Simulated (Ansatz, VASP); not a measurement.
# One calculation of ZnS, two programs

Contents of INCAR:

```
SYSTEM = ZnS
ALGO = Normal
EDIFF = 1E-8
ENCUT = 520
GGA = PE
ISIF = 2
ISMEAR = -1
LASPH = .True.
LCHARG = .False.
LEFG = .True.
LREAL = Auto
LWAVE = .False.
NBANDS = 86
NELM = 100
PREC = Accurate
SIGMA = 0.02
```

KPOINTS

```
k-points
0
Gamma
  8 8 2
  0 0 0
```

File POSCAR:

```
ZnS
1.0
    3.8302880604      0.0000000000      0.0000000000
   -1.9151440302      3.3171267641      0.0000000000
    0.0000000000      0.0000000000     25.0809454976
Zn S
8 8
Direct
    0.3333333333      0.6666666667      0.1251184100
    0.0000000000      0.0000000000      0.0001589700
    0.6666666667      0.3333333333      0.6250474700
    0.6666666667      0.3333333333      0.8751387000
    0.0000000000      0.0000000000      0.7500222700
    0.3333333333      0.6666666667      0.5000781600
    0.0000000000      0.0000000000      0.3750879400
    0.6666666667      0.3333333333      0.2501284900
    0.6666666667      0.3333333333      0.3437219900
    0.6666666667      0.3333333333      0.7185811600
    0.3333333333      0.6666666667      0.2187340500
    0.0000000000      0.0000000000      0.8436723900
    0.6666666667      0.3333333333      0.9688127500
    0.0000000000      0.0000000000      0.0937260600
    0.3333333333      0.6666666667      0.5936859800
    0.0000000000      0.0000000000      0.4686862100
```

Input for Ansatz:

```yaml
crystal:
  lattice:
    - [3.8302880604, 0.0, 0.0]
    - [-1.9151440302, 3.3171267641, 0.0]
    - [0.0, 0.0, 25.0809454976]
  atoms:
    - { symbol: Zn, position: [0.3333333333, 0.6666666667, 0.12511841] }
    - { symbol: Zn, position: [0.0, 0.0, 0.00015897] }
    - { symbol: Zn, position: [0.6666666667, 0.3333333333, 0.62504747] }
    - { symbol: Zn, position: [0.6666666667, 0.3333333333, 0.8751387] }
    - { symbol: Zn, position: [0.0, 0.0, 0.75002227] }
    - { symbol: Zn, position: [0.3333333333, 0.6666666667, 0.50007816] }
    - { symbol: Zn, position: [0.0, 0.0, 0.37508794] }
    - { symbol: Zn, position: [0.6666666667, 0.3333333333, 0.25012849] }
    - { symbol: S, position: [0.6666666667, 0.3333333333, 0.34372199] }
    - { symbol: S, position: [0.6666666667, 0.3333333333, 0.71858116] }
    - { symbol: S, position: [0.3333333333, 0.6666666667, 0.21873405] }
    - { symbol: S, position: [0.0, 0.0, 0.84367239] }
    - { symbol: S, position: [0.6666666667, 0.3333333333, 0.96881275] }
    - { symbol: S, position: [0.0, 0.0, 0.09372606] }
    - { symbol: S, position: [0.3333333333, 0.6666666667, 0.59368598] }
    - { symbol: S, position: [0.0, 0.0, 0.46868621] }
kpoints:
  mp_grid: { grid: [8, 8, 2] }
scf:
  occupations: { method: fermi_dirac, width: 0.02 }
hamiltonian:
  xc: pbe
  pseudopotentials: { kind: paw, frozen_core: stored }
output:
  forces: true
  stress: true
  populations: true
  efg: { quadrupole_moments_barn: { Zn: 0.122, S: -0.0694 } }
  write_density: true
  write_potential: true
  elf: true
  volumetric_format: npy
```

Change from the starting cell: volume scaled by 1.02.

Alike in both runs: task electric field gradients; functional PBE; k mesh 8 × 8 × 2; occupations fermi-dirac, width 0.02 eV; no spin polarisation.

|  | VASP | Ansatz |
| --- | --- | --- |
| version | VASP 6.6.1 | Ansatz 0.2.0 |
| potentials or method | VASP PAW PBE potentials, release 64 (Zn, S) | plane-wave PAW, scalar-relativistic |
| plane-wave cutoff (eV) | 520 | 420 |
| valence electrons in the cell | 144 | 144 |

```csv
,VASP,Ansatz,Ansatz less VASP
gap on the k mesh at the Fermi level (eV),2.08,2.08,-0.005
pressure (GPa),1.1,0.9,-0.15
"traceless stress, the component that is largest in VASP (GPa)",-0.04,-0.05,-0.008
rms of the force components (eV/Å),0.004,0.004,0.0000
size of Vzz on the site where it differs most (V/Å²),1.3,1.3,+0.04
```

Atom by atom the forces differ by 0.001 eV/Å (rms over components).
